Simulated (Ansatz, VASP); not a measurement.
# Si2Ni in VASP and in Ansatz

```
Ni Si
1.0
    -1.61577    1.61577    3.47337
     1.61577   -1.61577    3.47337
     1.61577    1.61577   -3.47337
Ni Si
1 2
Direct
  0.00000 0.00000 0.00000
  0.33224 0.33224 0.00000
  0.66776 0.66776 0.00000
```

Change from the starting cell: volume scaled by 0.94, LAPW.

Alike in both runs: task single point; functional PBE; k mesh 14 × 14 × 14; occupations fermi-dirac, width 0.05 eV; no spin polarisation.

|  | VASP | Ansatz |
| --- | --- | --- |
| version | VASP 6.6.1 | Ansatz 0.2.0 |
| potentials or method | VASP PAW PBE potentials, release 64 (Ni, Si), cutoff 520 eV | all-electron LAPW, scalar-relativistic |

Ansatz gave:

```
pressure (GPa)                                                : 9.5
traceless stress, the component that is largest in VASP (GPa) : -0.06
```

What did VASP give for the same quantities?

Pressure (GPa): 9.5; traceless stress, the component that is largest in VASP (GPa): 0.14.

Ansatz ran all-electron here, and VASP with PAW potentials.
